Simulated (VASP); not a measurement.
A run of VASP 6.6.1 is set up as follows.

INCAR

```
SYSTEM = MgBe3
ALGO     = Fast           ! electronic algorithm
EDIFF    = 1E-7           ! SCF threshold, eV
EDIFFG   = -0.01          ! ionic threshold
ENCUT    = 600            ! plane-wave cutoff, eV
GGA      = PE             ! functional
IBRION   = 2              ! ionic algorithm
ISIF     = 3              ! what is computed and relaxed
ISMEAR   = 0              ! smearing method
LASPH    = .True.         ! aspherical terms in the spheres
LCHARG   = .False.        ! write CHGCAR
LREAL    = .False.        ! projectors in reciprocal space
LWAVE    = .False.        ! write WAVECAR
NELM     = 60             ! most SCF steps
NSW      = 100            ! ionic steps
PREC     = Accurate       ! precision mode
SIGMA    = 0.1            ! smearing width, eV
```

File KPOINTS:

```
k-points
0
Gamma
  12 12 12
  0 0 0
```

Contents of POSCAR:

```
MgBe3
1.0
    2.0410819855      1.1784192337      4.2761473263
   -2.0410819855      1.1784192337      4.2761473263
    0.0000000000     -2.3568384675      4.2761473263
Mg Be
1 3
Direct
    0.5566540896      0.5566540896      0.5566540896
    0.9130068640      0.9130068640      0.4150504483
    0.9130068640      0.4150504483      0.9130068640
    0.4150504483      0.9130068640      0.9130068640
```

Potentials or basis: VASP PAW PBE potentials, release 64 (Mg, Be).

Command:

```console
$ cat potpaw_PBE.64/Mg/POTCAR potpaw_PBE.64/Be/POTCAR > POTCAR
$ mpirun -np 1 vasp_std > vasp.out
```

(1) Predict the relaxed cell.

(2) What does it give for the relaxed volume?

(3) Estimate the space group after relaxing (to 0.05 Å).

## Answers

(1) a = 4.899 Å, b = 4.899 Å, c = 4.899 Å, α = 49.19°, β = 49.19°, γ = 49.19°.

(2) 15.47 Å³/atom.

(3) R3m (No. 160).
